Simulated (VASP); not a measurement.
A run of VASP 6.6.1:

Contents of INCAR:

```
SYSTEM = C
  ALGO = Normal
  EDIFF = 1E-7
  ENCUT = 520
  GGA = PE
  ISIF = 2
  ISMEAR = 0
  IVDW = 12
  LASPH = .TRUE.
  LCHARG = .FALSE.
  LREAL = .FALSE.
  LWAVE = .FALSE.
  NBANDS = 11
  NELM = 100
  PREC = Accurate
  SIGMA = 0.03
```

File KPOINTS:

```
k-points
0
G
  16 16 16
  0 0 0
```

File POSCAR:

```
C
1.0
    0.0000000000      2.1895892675      3.4862287771
    1.2648346047      0.0000000000      3.4862287771
    1.2648346047      2.1895892675      0.0000000000
C
2
Direct
    0.1579107009      0.8420892991      0.1579107009
    0.8420892991      0.1579107009      0.8420892991
```

Potentials or basis: VASP PAW PBE potentials, release 64 (C).

Launch:

```sh
$ cat potpaw_PBE.64/C/POTCAR > POTCAR
$ mpirun -np 1 vasp_std > vasp.out
```

Hardware: 1 thread of Intel(R) Xeon(R) 6975P-C (Granite Rapids) (shared host).

Question: Estimate the wall time of this run.

Answer: It took 45 s on 1 thread of Intel(R) Xeon(R) 6975P-C (Granite Rapids), with other jobs on the host, peak memory 0.24 GiB. Counts: scf iterations 13, k points 621.
